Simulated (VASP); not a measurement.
# TaN (Fm-3m) in VASP: notebook

The runs below take TaN through vibrations by perturbation theory, with LDA.

Program: VASP 6.6.1. These are calculated values, not measurements. Logs are shortened: lines on timing, memory, paths and dates and some standing lists are left out, and cuts for length are marked.

## Step 1: The cell of the first run

The structure is cubic, space group Fm-3m (No. 225). Conventional cell: a = 4.280 Å, b = 4.280 Å, c = 4.280 Å, α = 90.00°, β = 90.00°, γ = 90.00°. Within 2.8 Å of Ta (site symmetry m-3m) lie 6 N at 2.14 Å. N (site symmetry m-3m) has 6 Ta at 2.14 Å within 2.8 Å.

## Step 2: Vibrations by perturbation theory, LDA

INCAR

```
SYSTEM = TaN
  PREC = Accurate
  ENCUT = 520
  EDIFF = 1E-8
  ISMEAR = -1
  SIGMA = 0.15
  LREAL = .False.
  LASPH = .True.
  NELM = 100
  ALGO = Normal
  ISIF = 2
  LWAVE = .False.
  LCHARG = .False.
  GGA = CA
  IBRION = 8
  NSW = 1
```

KPOINTS

```
Automatic mesh
0
Gamma
  16 16 16
  0 0 0
```

POSCAR

```
TaN
1.0
    0.0000000000      2.1401714749      2.1401714749
    2.1401714749      0.0000000000      2.1401714749
    2.1401714749      2.1401714749      0.0000000000
Ta N
1 1
Direct
    0.5000000000      0.5000000000      0.5000000000
    0.0000000000      0.0000000000      0.0000000000
```

Potentials or basis: VASP PAW LDA potentials, release 64 (Ta_pv, N).

On the command line:

```
$ cat potpaw_LDA.64/Ta_pv/POTCAR potpaw_LDA.64/N/POTCAR > POTCAR
$ mpirun -np 1 vasp_std > vasp.out
```

OUTCAR:

```text
SYSTEM = TaN
   PREC = Accurate
   ENCUT = 520
   EDIFF = 1E-8
   ISMEAR = -1
   LREAL = .False.
   LASPH = .True.
   NELM = 100
   ISIF = 2
   GGA = CA
   IBRION = 8
   NSW = 1

 ion  position               nearest neighbor table
   1  0.500  0.500  0.500-   2 2.14   2 2.14   2 2.14   2 2.14   2 2.14   2 2.14
   2  0.000  0.000  0.000-   1 2.14   1 2.14   1 2.14   1 2.14   1 2.14   1 2.14

  LATTYP: Found a face centered cubic cell.
 ALAT       =     4.2803429498

  Lattice vectors:

 A1 = (   0.0000000000,   2.1401714749,   2.1401714749)
 A2 = (   2.1401714749,   0.0000000000,   2.1401714749)
 A3 = (   2.1401714749,   2.1401714749,   0.0000000000)

Analysis of symmetry for initial positions (statically):
=====================================================================
 Subroutine PRICEL returns:
 Original cell was already a primitive cell.

 Routine SETGRP: Setting up the symmetry group for a
 face centered cubic supercell.

 Subroutine GETGRP returns: Found 48 space group operations
 (whereof 48 operations were pure point group operations)
 out of a pool of 48 trial point group operations.

The static configuration has the point symmetry O_h .

Analysis of symmetry for dynamics (positions and initial velocities):
=====================================================================
 Subroutine PRICEL returns:
 Original cell was already a primitive cell.

 Routine SETGRP: Setting up the symmetry group for a
 face centered cubic supercell.

 Subroutine GETGRP returns: Found 48 space group operations
 (whereof 48 operations were pure point group operations)
 out of a pool of 48 trial point group operations.

The dynamic configuration has the point symmetry O_h .

 Subroutine INISYM returns: Found 48 space group operations
 (whereof 48 operations are pure point group operations),
 and found     1 'primitive' translations

----------------------------------------------------------------------------------------

                                     Primitive cell

  volume of cell :      19.6054

  direct lattice vectors                    reciprocal lattice vectors
     0.000000000  2.140171475  2.140171475    -0.233626140  0.233626140  0.233626140
     2.140171475  0.000000000  2.140171475     0.233626140 -0.233626140  0.233626140
     2.140171475  2.140171475  0.000000000     0.233626140  0.233626140 -0.233626140

  length of vectors
     3.026659526  3.026659526  3.026659526     0.404652344  0.404652344  0.404652344

  position of ions in fractional coordinates (direct lattice)
     0.500000000  0.500000000  0.500000000
     0.000000000  0.000000000  0.000000000

  ion indices of the primitive-cell ions
   primitive index   ion index
                 1           1
                 2           2

----------------------------------------------------------------------------------------

 KPOINTS: Automatic mesh

Automatic generation of k-mesh.
 Grid dimensions read from file:
 generate k-points for:   16   16   16

 Generating k-lattice:

  Cartesian coordinates                     Fractional coordinates (reciprocal lattice)
    -0.014601634  0.014601634  0.014601634     0.062500000  0.000000000  0.000000000
     0.014601634 -0.014601634  0.014601634     0.000000000  0.062500000  0.000000000
     0.014601634  0.014601634 -0.014601634     0.000000000  0.000000000  0.062500000

  Length of vectors
     0.025290771  0.025290771  0.025290771

  Shift w.r.t. Gamma in fractional coordinates (k-lattice)
     0.000000000  0.000000000  0.000000000

 Subroutine IBZKPT returns following result:
 ===========================================

 Found    145 irreducible k-points:

 Following reciprocal coordinates:
            Coordinates               Weight
  0.000000  0.000000  0.000000      1.000000
  0.062500  0.000000  0.000000      8.000000
  0.125000  0.000000  0.000000      8.000000
  0.187500  0.000000  0.000000      8.000000
  0.250000  0.000000  0.000000      8.000000
  0.312500  0.000000  0.000000      8.000000
[... 16 lines left out ...]
 -0.125000  0.062500  0.000000     24.000000
 -0.062500  0.062500  0.000000     12.000000
 [... further k-points ...]
   k-points           NKPTS =    145   k-points in BZ     NKDIM =    145   number of bands    NBANDS=     12
   number of dos      NEDOS =    301   number of ions     NIONS =      2
   total plane-waves  NPLWV =  13824
   dimension x,y,z NGX =    24 NGY =   24 NGZ =   24
   dimension x,y,z NGXF=    48 NGYF=   48 NGZF=   48
   ions per type =               1   1
   NGX,Y,Z   is equivalent  to a cutoff of  13.18, 13.18, 13.18 a.u.
   NGXF,Y,Z  is equivalent  to a cutoff of  26.37, 26.37, 26.37 a.u.
 SYSTEM =  TaN
   PREC   = accura    normal or accurate (medium, high low for compatibility)
   ISTART =      0    job   : 0-new  1-cont  2-samecut
   ICHARG =      2    charge: 1-file 2-atom 10-const
   ISPIN  =      1    spin polarized calculation?
   LNONCOLLINEAR =      F non collinear calculations
   LSORBIT =      F    spin-orbit coupling
   LASPH  =      T    aspherical Exc in radial PAW
   ENCUT  =  520.0 eV  38.22 Ry    6.18 a.u.   5.63  5.63  5.63*2*pi/ulx,y,z
   NELM   =    100;   NELMIN=  2; NELMDL= -5     # of ELM steps
   EDIFF  = 0.1E-07   stopping-criterion for ELM
   LREAL  =      F    real-space projection
   EDIFFG = 0.1E-06   stopping-criterion for IOM
   NSW    =      1    number of steps for IOM
   IBRION =      8    ionic relax: 0-MD 1-quasi-New 2-CG
   NFREE  =      0    steps in history (QN), initial steepest desc. (CG)
   ISIF   =      2    stress and relaxation
   ISYM   =      2    0-nonsym 1-usesym 2-fastsym
   POTIM  = 0.5000    time-step for ionic-motion
   TEBEG  =    0.0;   TEEND  =   0.0 temperature during run
   PSTRESS=    0.0 pullay stress
   NELECT =      16.0000    total number of electrons
   NUPDOWN=      -1.0000    fix difference up-down
   EMIN   =  10.00;   EMAX   =-10.00  energy-range for DOS
   EFERMI =   0.00;   METHOD = LEGACY
   ISMEAR =    -1;   SIGMA  =   0.15  broadening in eV -4-tet -1-fermi 0-gaus
   EFERMI_NEDOS =   21; number of points for ismear=-14 and -15
   IALGO  =     38    algorithm
   IMIX   =      4    mixing-type and parameters
     AMIX     =   0.40;   BMIX     =  1.00
     AMIX_MAG =   1.60;   BMIX_MAG =  1.00
  volume/ion in A,a.u.               =       9.80        66.15
  Fermi-wavevector in a.u.,A,eV,Ry     =   1.529876  2.891047 31.844719  2.340521
  Thomas-Fermi vector in A             =   2.637437
   LORBIT       =      0    0 simple, 1 ext, 2 COOP (PROOUT), +10 PAW based schemes
   GGA     = CA    functional components
   LHFCALC =     F    Hartree Fock is set to
   AEXX    =    0.0000 exact exchange contribution
   IVDW    =     0    specifies the selected vdW correction
   LEPSILON=     F    determine dielectric tensor
   LRPA    =     F    only Hartree local field effects (RPA)
 non-spin polarized calculation
  energy-cutoff  :      520.00
  volume of cell :       19.61
 maximum number of plane-waves:       544
   NGX = 11   NGY = 11   NGZ = 11

--------------------------------------- Ionic step        1  -------------------------------------------

 number of electron      15.9999998 magnetization

 Free energy of the ion-electron system (eV)
  ---------------------------------------------------
  ext. energy  EPLUGINS =         0.00000000
  ---------------------------------------------------
  free energy    TOTEN  =       -24.10517218 eV

  energy without entropy =      -24.04877475  energy(sigma->0) =      -24.07697347

 E-fermi :  10.3522     XC(G=0): -14.1067

 val. band max:       10.3347250568   @ k =  -0.3125   0.3750   0.1875
 cond. band min:      10.3532054971   @ k =  -0.3125   0.3125   0.1250
 fundamental gap:      0.0184804404
 Fermi energy:        10.3521697094

 k-point     1 :       0.0000    0.0000    0.0000
  band No.  band energies     occupation
      1     -25.0426      2.00000
      2     -25.0426      2.00000
      3     -25.0426      2.00000
      4      -8.9201      2.00000
      5       6.3591      2.00000
      6       6.3591      2.00000
      7       6.3591      2.00000
      8       7.9887      2.00000
      9       7.9887      2.00000
     10       7.9887      2.00000
     11      10.3771      0.91710
     12      10.3771      0.91710
[... 331 lines left out ...]
 k-point    24 :      -0.0625    0.0625    0.0000
  band No.  band energies     occupation
      1     -25.1610      2.00000
      2     -25.0731      2.00000
      3     -25.0449      2.00000
      4      -8.6217      2.00000
      5       5.0740      2.00000
      6       5.3442      2.00000
      7       5.7332      2.00000
      8       8.1807      2.00000
      9       8.4535      1.99999
     10       8.7874      1.99994
     11      10.9070      0.04831
     12      11.8272      0.00011

 [... further k-points ...]
[... 5 lines left out ...]
  --------------------------------------------------------------------------------------
  -------------------------------------------------------------------------------------
  Total        2.7534339      2.7534339      2.7534339      0.0000000      0.0000000      0.0000000
  in kB      225.0139964    225.0139964    225.0139964      0.0000000      0.0000000      0.0000000
  external PRESSURE =     225.0139964 kB  Pullay stress =       0.0000000 kB

 VOLUME and BASIS-vectors are now :
 -----------------------------------------------------------------------------
  energy-cutoff  :      520.00
  volume of cell :       19.61
      direct lattice vectors                 reciprocal lattice vectors
     0.000000000  2.140171475  2.140171475    -0.233626140  0.233626140  0.233626140
     2.140171475  0.000000000  2.140171475     0.233626140 -0.233626140  0.233626140
     2.140171475  2.140171475  0.000000000     0.233626140  0.233626140 -0.233626140

 POSITION                                       TOTAL-FORCE (eV/Angst)
 -----------------------------------------------------------------------------------
      2.14017      2.14017      2.14017         0.000000     -0.000000     -0.000000
      0.00000      0.00000      0.00000        -0.000000      0.000000      0.000000
 -----------------------------------------------------------------------------------
    total drift:                                0.000000     -0.000000     -0.000000

  FREE ENERGIE OF THE ION-ELECTRON SYSTEM (eV)
  ---------------------------------------------------
  free  energy   TOTEN  =       -24.1051721846 eV

  energy  without entropy=      -24.0487747525  energy(sigma->0) =      -24.07697347

[... ionic steps 2 to 3 ...]

--------------------------------------- Ionic step        4  -------------------------------------------

------------------------ aborting loop because EDIFF is reached ----------------------------------------

[... ionic steps 5 to 6 ...]

--------------------------------------- Ionic step        7  -------------------------------------------

 Free energy of the ion-electron system (eV)
  ---------------------------------------------------
  ---------------------------------------------------
  free energy    TOTEN  =        -0.23249011 eV

  energy without entropy =       -0.23249011

------------------------ aborting loop because EDIFF is reached ----------------------------------------

 INTERNAL STRAIN TENSOR  FOR ION    2  DIRECTION 1   (eV/Angst):
 -----------------------------------------------------------------------------
     0.02024  0.00000 -0.00000
    -0.00000 -0.00914  0.00000
     0.00000  0.00000 -0.00914

 INTERNAL STRAIN TENSOR FOR ION    2 for displacements in x,y,z  (eV/Angst):
          X           Y           Z          XY          YZ          ZX
  --------------------------------------------------------------------------------
  x     0.00000     0.00000     0.00000     0.00000     0.00000     0.00000
  y     0.00000     0.00000     0.00000     0.00000     0.00000     0.00000
  z     0.00000     0.00000     0.00000     0.00000     0.00000     0.00000

 SECOND DERIVATIVES (NOT SYMMETRIZED)
 ------------------------------------
               1X          1Y          1Z          2X          2Y          2Z
  1X   -11.496272    0.000000    0.000000   11.496272    0.000000    0.000000
  1Y     0.000000  -11.496272    0.000000    0.000000   11.496272    0.000000
  1Z     0.000000    0.000000  -11.496272    0.000000    0.000000   11.496272
  2X    11.493075    0.000000    0.000000  -11.493075    0.000000    0.000000
  2Y     0.000000   11.493075    0.000000    0.000000  -11.493075    0.000000
  2Z     0.000000    0.000000   11.493075    0.000000    0.000000  -11.493075

 Eigenvectors and eigenvalues of the dynamical matrix
 ----------------------------------------------------

   1 f  =   14.702029 THz    92.375571 2PiTHz  490.406893 cm-1    60.802678 meV
             X         Y         Z           dx          dy          dz
      2.140171  2.140171  2.140171    -0.268025    0.000000    0.000000
      0.000000  0.000000  0.000000     0.963412    0.000000    0.000000
[... 21 lines left out ...]
   6 f/i=    0.000528 THz     0.003317 2PiTHz    0.017611 cm-1     0.002183 meV
             X         Y         Z           dx          dy          dz
      2.140171  2.140171  2.140171     0.000000    0.000000    0.963412
      0.000000  0.000000  0.000000     0.000000    0.000000    0.268025

--------------------------------------------------------------------------------------------------------

 ELASTIC MODULI CONTR FROM IONIC RELAXATION (kBar)
 Direction    XX          YY          ZZ          XY          YZ          ZX
 --------------------------------------------------------------------------------
 XX           0.0000      0.0000      0.0000      0.0000      0.0000      0.0000
 YY           0.0000      0.0000      0.0000      0.0000      0.0000      0.0000
 ZZ           0.0000      0.0000      0.0000      0.0000      0.0000      0.0000
 XY           0.0000      0.0000      0.0000      0.0000      0.0000      0.0000
 YZ           0.0000      0.0000      0.0000      0.0000      0.0000      0.0000
 ZX           0.0000      0.0000      0.0000      0.0000      0.0000      0.0000
 --------------------------------------------------------------------------------
```

Run time: 4 min. Hardware: 1 thread of AMD EPYC 7R13 (Zen 3), shared host; peak memory 0.3 GiB.

What came out:

* Highest phonon frequency at Γ, LO-TO splitting left out: 490 cm⁻¹

Phonon frequencies in cm⁻¹ (negative: imaginary):
```tsv
q point	frequencies
(0.000, 0.000, 0.000)	0 0 0 490 490 490
```

Caveat: the cell wasn't relaxed at this level first, which shifts response properties; spin-orbit coupling is left out, which moves the levels of the heavy elements.

[end of part 1 of 2]
